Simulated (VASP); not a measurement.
Input of a VASP 6.6.1 run:

The input INCAR:

```
SYSTEM = Al18H
ALGO = Normal
EDIFF = 1E-6
ENCUT = 520
GGA = PE
ISIF = 2
ISMEAR = 0
LASPH = .TRUE.
LCHARG = .FALSE.
LREAL = Auto
LWAVE = .FALSE.
NBANDS = 42
NELM = 60
PREC = Accurate
SIGMA = 0.05
```

Contents of KPOINTS:

```
k-points
0
G
  2 3 1
  0 0 0
```

The input POSCAR:

```
Al18H
1.0
   12.1500000000      0.0000000000      0.0000000000
    0.0000000000      5.7275650000      0.0000000000
    0.0000000000      0.0000000000     14.8637820000
Al H
18 1
Direct
    0.0000000000      0.0000000000      0.0672776283
    0.3333333333      0.0000000000      0.0672776283
    0.6666666667      0.0000000000      0.0672776283
    0.0000000000      0.5000000873      0.0672776283
    0.3333333333      0.5000000873      0.0672776283
    0.6666666667      0.5000000873      0.0672776283
    0.1667036214      0.2496862105      0.1609311816
    0.4975426337      0.2528671434      0.1597551014
    0.8357850206      0.2527363723      0.1597786485
    0.1666899588      0.7489741277      0.1614529869
    0.4995111111      0.7520513517      0.1594476426
    0.8339197531      0.7519799426      0.1592374673
   -0.0033607407     -0.0001693564      0.2565551621
    0.3366953909     -0.0001817526      0.2565123735
    0.6666032922      0.0465414186      0.2565668684
   -0.0017475720      0.5028922413      0.2570961415
    0.3350308642      0.5027887069      0.2570527474
    0.6667316872      0.5178343677      0.2589706980
    0.6669241152      0.8437192769      0.3372682673
```

Potentials or basis: VASP PAW PBE potentials, release 64 (Al, H).

Command:

```console
$ cat potpaw_PBE.64/Al/POTCAR potpaw_PBE.64/H/POTCAR > POTCAR
$ mpirun -np 1 vasp_std > vasp.out
```

Q: Estimate the largest force.

A: 0.225 eV/Å.

Forces on the atoms (eV/Å):
```
Al   0.017 -0.004  0.002
Al  -0.014 -0.006  0.001
Al  -0.001  0.167  0.151
Al   0.085  0.047 -0.021
Al  -0.082  0.049 -0.023
Al  -0.001 -0.183  0.039
Al  -0.002 -0.002 -0.001
Al  -0.003  0.002 -0.011
Al   0.004  0.002 -0.010
Al  -0.001  0.002 -0.002
Al  -0.007  0.008 -0.013
Al   0.005  0.008 -0.007
Al  -0.002  0.004 -0.002
Al   0.002  0.005  0.001
Al   0.002  0.051 -0.010
Al  -0.002  0.001 -0.001
Al   0.003  0.002  0.002
Al   0.000  0.031  0.016
H   -0.001 -0.182 -0.111
```

Caveat: the k points lie up to 0.37 Å⁻¹ apart.
